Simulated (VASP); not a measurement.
# Sn (I4_1/amd) in VASP: a series of runs, part 2 of 2

VASP 6.6.1. Earlier steps stand in the parts before.

## (3) Single point, PBE (strain +0.0525 x Voigt [1, 0, 0, 0, 0, 0])

INCAR reads:

```
  PREC = Accurate
  ENCUT = 520
  EDIFF = 1E-7
  ISMEAR = 0
  SIGMA = 0.15
  LREAL = False
  LASPH = True
  NELM = 80
  ALGO = Fast
  ISIF = 2
  LWAVE = False
  LCHARG = False
  GGA = PE
  NBANDS = 21
```

KPOINTS reads:

```
regular mesh
0
Gamma
  16 16 16
```

POSCAR reads:

```
Sn
1.0
    0.0000000000      3.3281477812      3.3281477812
    3.5028755397      0.0000000000      3.3281477812
    3.5028755397      3.3281477812      0.0000000000
Sn
2
Direct
    0.5000000000      0.5000000000      0.5000000000
    0.7500000000      0.7500000000      0.7500000000
```

Potentials or basis: VASP PAW PBE potentials, release 64 (Sn_d).

Launch:

```sh
$ cat potpaw_PBE.64/Sn_d/POTCAR > POTCAR
$ mpirun -np 1 vasp_std > vasp.out
```

OUTCAR:

```text
PREC = Accurate
   ENCUT = 520
   EDIFF = 1E-7
   ISMEAR = 0
   LREAL = False
   LASPH = True
   NELM = 80
   ISIF = 2
   GGA = PE

 ion  position               nearest neighbor table
   1  0.500  0.500  0.500-   2 2.93   2 2.93   2 2.93   2 2.93
   2  0.750  0.750  0.750-   1 2.93   1 2.93   1 2.93   1 2.93

  LATTYP: Found a body centered tetragonal cell.
 ALAT       =     4.7067117298
 C/A-ratio  =     1.4884597744

  Lattice vectors:

 A1 = (   3.5028755397,   0.0000000000,   3.3281477812)
 A2 = (   3.5028755397,   0.0000000000,  -3.3281477812)
 A3 = (  -3.5028755397,   3.3281477812,   0.0000000000)

Analysis of symmetry for initial positions (statically):
=====================================================================
 Subroutine PRICEL returns:
 Original cell was already a primitive cell.

 Routine SETGRP: Setting up the symmetry group for a
 body centered tetragonal supercell.

 Subroutine GETGRP returns: Found 16 space group operations
 (whereof  8 operations were pure point group operations)
 out of a pool of 16 trial point group operations.

The static configuration has the point symmetry D_2d.
 The point group associated with its full space group is D_4h.

Analysis of symmetry for dynamics (positions and initial velocities):
=====================================================================
 Subroutine PRICEL returns:
 Original cell was already a primitive cell.

 Routine SETGRP: Setting up the symmetry group for a
 body centered tetragonal supercell.

 Subroutine GETGRP returns: Found 16 space group operations
 (whereof  8 operations were pure point group operations)
 out of a pool of 16 trial point group operations.

The dynamic configuration has the point symmetry D_2d.
 The point group associated with its full space group is D_4h.

 Subroutine INISYM returns: Found 16 space group operations
 (whereof  8 operations are pure point group operations),
 and found     1 'primitive' translations

----------------------------------------------------------------------------------------

                                     Primitive cell

  volume of cell :      77.5997

  direct lattice vectors                    reciprocal lattice vectors
     0.000000000  3.328147781  3.328147781    -0.142739870  0.150233713  0.150233713
     3.502875540  0.000000000  3.328147781     0.142739870 -0.150233713  0.150233713
     3.502875540  3.328147781  0.000000000     0.142739870  0.150233713 -0.150233713

  length of vectors
     4.706711730  4.831842785  4.831842785     0.255958996  0.255958996  0.255958996

  position of ions in fractional coordinates (direct lattice)
     0.500000000  0.500000000  0.500000000
     0.750000000  0.750000000  0.750000000

  ion indices of the primitive-cell ions
   primitive index   ion index
                 1           1
                 2           2

----------------------------------------------------------------------------------------

 KPOINTS: regular mesh

Automatic generation of k-mesh.
 Grid dimensions read from file:
 generate k-points for:   16   16   16

 Generating k-lattice:

  Cartesian coordinates                     Fractional coordinates (reciprocal lattice)
    -0.008921242  0.009389607  0.009389607     0.062500000 -0.000000000 -0.000000000
     0.008921242 -0.009389607  0.009389607     0.000000000  0.062500000  0.000000000
     0.008921242  0.009389607 -0.009389607     0.000000000  0.000000000  0.062500000

  Length of vectors
     0.015997437  0.015997437  0.015997437

  Shift w.r.t. Gamma in fractional coordinates (k-lattice)
     0.000000000  0.000000000  0.000000000

 Subroutine IBZKPT returns following result:
 ===========================================

 Found    349 irreducible k-points:

 Following reciprocal coordinates:
            Coordinates               Weight
  0.000000  0.000000  0.000000      1.000000
  0.062500  0.000000  0.000000      8.000000
  0.125000  0.000000  0.000000      8.000000
  0.187500  0.000000  0.000000      8.000000
  0.250000  0.000000  0.000000      8.000000
  0.312500  0.000000  0.000000      8.000000
[... 16 lines left out ...]
 -0.125000  0.062500  0.000000     16.000000
 -0.062500  0.062500  0.000000      8.000000
 [... further k-points ...]
   k-points           NKPTS =    349   k-points in BZ     NKDIM =    349   number of bands    NBANDS=     21
   number of dos      NEDOS =    301   number of ions     NIONS =      2
   total plane-waves  NPLWV =  46656
   dimension x,y,z NGX =    36 NGY =   36 NGZ =   36
   dimension x,y,z NGXF=    72 NGYF=   72 NGZF=   72
   ions per type =               2
   NGX,Y,Z   is equivalent  to a cutoff of  12.72, 12.39, 12.39 a.u.
   NGXF,Y,Z  is equivalent  to a cutoff of  25.43, 24.77, 24.77 a.u.
 SYSTEM =  unknown system
   PREC   = accura    normal or accurate (medium, high low for compatibility)
   ISTART =      0    job   : 0-new  1-cont  2-samecut
   ICHARG =      2    charge: 1-file 2-atom 10-const
   ISPIN  =      1    spin polarized calculation?
   LNONCOLLINEAR =      F non collinear calculations
   LSORBIT =      F    spin-orbit coupling
   LASPH  =      T    aspherical Exc in radial PAW
   ENCUT  =  520.0 eV  38.22 Ry    6.18 a.u.   8.75  8.98  8.98*2*pi/ulx,y,z
   NELM   =     80;   NELMIN=  2; NELMDL= -5     # of ELM steps
   EDIFF  = 0.1E-06   stopping-criterion for ELM
   LREAL  =      F    real-space projection
   EDIFFG = 0.1E-05   stopping-criterion for IOM
   NSW    =      0    number of steps for IOM
   IBRION =     -1    ionic relax: 0-MD 1-quasi-New 2-CG
   NFREE  =      0    steps in history (QN), initial steepest desc. (CG)
   ISIF   =      2    stress and relaxation
   ISYM   =      2    0-nonsym 1-usesym 2-fastsym
   POTIM  = 0.5000    time-step for ionic-motion
   TEBEG  =    0.0;   TEEND  =   0.0 temperature during run
   PSTRESS=    0.0 pullay stress
   NELECT =      28.0000    total number of electrons
   NUPDOWN=      -1.0000    fix difference up-down
   EMIN   =  10.00;   EMAX   =-10.00  energy-range for DOS
   EFERMI =   0.00;   METHOD = LEGACY
   ISMEAR =     0;   SIGMA  =   0.15  broadening in eV -4-tet -1-fermi 0-gaus
   EFERMI_NEDOS =   21; number of points for ismear=-14 and -15
   IALGO  =     68    algorithm
   IMIX   =      4    mixing-type and parameters
     AMIX     =   0.40;   BMIX     =  1.00
     AMIX_MAG =   1.60;   BMIX_MAG =  1.00
  volume/ion in A,a.u.               =      38.80       261.83
  Fermi-wavevector in a.u.,A,eV,Ry     =   1.165487  2.202452 18.481618  1.358361
  Thomas-Fermi vector in A             =   2.302012
   LORBIT       =      0    0 simple, 1 ext, 2 COOP (PROOUT), +10 PAW based schemes
   GGA     = PE    functional components
   LHFCALC =     F    Hartree Fock is set to
   AEXX    =    0.0000 exact exchange contribution
   IVDW    =     0    specifies the selected vdW correction
   LEPSILON=     F    determine dielectric tensor
   LRPA    =     F    only Hartree local field effects (RPA)
 non-spin polarized calculation
 RMM-DIIS sequential band-by-band and
 Gauss-broadening in eV      SIGMA  =   0.15
  energy-cutoff  :      520.00
  volume of cell :       77.60
 maximum number of plane-waves:      2113
   NGX = 17   NGY = 17   NGZ = 17

 number of electron      28.0000008 magnetization

 Free energy of the ion-electron system (eV)
  ---------------------------------------------------
  ext. energy  EPLUGINS =         0.00000000
  ---------------------------------------------------
  free energy    TOTEN  =        -7.66074536 eV

  energy without entropy =       -7.65881826  energy(sigma->0) =       -7.65978181

 E-fermi :   4.3901     XC(G=0):  -8.3346

 val. band max:        4.3896871909   @ k =   0.0000   0.0625   0.0625
 cond. band min:       4.4050056646   @ k =   0.1875   0.0625   0.0625
 fundamental gap:      0.0153184738
 Fermi energy:         4.3901421221

 k-point     1 :       0.0000    0.0000    0.0000
  band No.  band energies     occupation
      1     -17.0992      2.00000
      2     -17.0992      2.00000
      3     -17.0888      2.00000
      4     -17.0522      2.00000
      5     -17.0519      2.00000
      6     -16.8507      2.00000
[... 13 lines left out ...]
     20      11.6328      0.00000
     21      12.1276      0.00000
[... 529 lines left out ...]
 k-point    24 :      -0.0625    0.0625    0.0000
  band No.  band energies     occupation
      1     -17.1026      2.00000
      2     -17.1025      2.00000
      3     -17.0924      2.00000
      4     -17.0461      2.00000
      5     -17.0421      2.00000
      6     -16.8606      2.00000
[... 13 lines left out ...]
     20      10.9716      0.00000
     21      11.7353      0.00000

 [... further k-points ...]

------------------------ aborting loop because EDIFF is reached ----------------------------------------

  FORCE on cell =-STRESS in cart. coord.  units (eV):
  Direction    XX          YY          ZZ          XY          YZ          ZX
  --------------------------------------------------------------------------------------
  -------------------------------------------------------------------------------------
  Total       -1.3042272     -0.5729465     -0.5729465      0.0000000      0.0000000      0.0000000
  in kB      -26.9279889    -11.8294552    -11.8294552      0.0000000      0.0000000      0.0000000
  external PRESSURE =     -16.8622998 kB  Pullay stress =       0.0000000 kB

 VOLUME and BASIS-vectors are now :
 -----------------------------------------------------------------------------
  energy-cutoff  :      520.00
  volume of cell :       77.60
      direct lattice vectors                 reciprocal lattice vectors
     0.000000000  3.328147781  3.328147781    -0.142739870  0.150233713  0.150233713
     3.502875540  0.000000000  3.328147781     0.142739870 -0.150233713  0.150233713
     3.502875540  3.328147781  0.000000000     0.142739870  0.150233713 -0.150233713

 POSITION                                       TOTAL-FORCE (eV/Angst)
 -----------------------------------------------------------------------------------
      3.50288      3.32815      3.32815        -0.000000     -0.000000      0.000000
      5.25431      4.99222      4.99222         0.000000      0.000000     -0.000000
 -----------------------------------------------------------------------------------
    total drift:                                0.000000      0.000000      0.000000

  FREE ENERGIE OF THE ION-ELECTRON SYSTEM (eV)
  ---------------------------------------------------
  free  energy   TOTEN  =        -7.6607453571 eV

  energy  without entropy=       -7.6588182634  energy(sigma->0) =       -7.65978181
```

stdout:

```text
POSCAR found type information on POSCAR Sn
 POSCAR found :  1 types and       2 ions
 scaLAPACK will be used
 LDA part: xc-table for (Slater+PW92), standard interpolation
 POSCAR, INCAR and KPOINTS ok, starting setup
 FFT: planning ... GRIDC
 FFT: planning ... GRID_SOFT
 FFT: planning ... GRID
 WAVECAR not read
 entering main loop
WARNING in EDDRMM: call to ZHEGV failed, returncode =   6  3     20
WARNING in EDDRMM: call to ZHEGV failed, returncode =   6  3     21
WARNING in EDDRMM: call to ZHEGV failed, returncode =   8  4     21
WARNING in EDDRMM: call to ZHEGV failed, returncode =   8  4     20
WARNING in EDDRMM: call to ZHEGV failed, returncode =   8  4     21
```

It took 11 min on 1 thread of Oxide Virtual Turin-like, shared host; peak memory 0.51 GiB.

Results:

- Free energy: -7.6607 eV
- Pressure: -1.7 GPa
- Band gap on the k mesh: zero (band 14 reaches 4.58 eV, above the bottom of band 15 at 4.13 eV)

Stress tensor (GPa, compression positive):
```
-2.69  0.00  0.00
 0.00 -1.18  0.00
 0.00  0.00 -1.18
```

Levels at points of the mesh, in eV from the Fermi level:
| k point | band 12 | band 13 | band 14 | band 15 | band 16 | band 17 |
| --- | --- | --- | --- | --- | --- | --- |
| (0.00, 0.00, 0.00) | -1.51 | -0.13 | 0.19 | 0.19 | 2.07 | 2.07 |
| (0.50, 0.00, 0.00) | -5.89 | -1.10 | -0.77 | -0.26 | 3.10 | 3.24 |
| (0.50, 0.50, 0.00) | -7.08 | -2.15 | -2.15 | 0.84 | 0.84 | 6.86 |
| (0.00, 0.50, 0.50) | -7.22 | -1.91 | -1.91 | 1.13 | 1.13 | 6.86 |

Caveat: the cell differs from its parent crystal (strain +0.0525 x Voigt [1, 0, 0, 0, 0, 0]); spin-orbit coupling is left out, which moves the levels of the heavy elements.
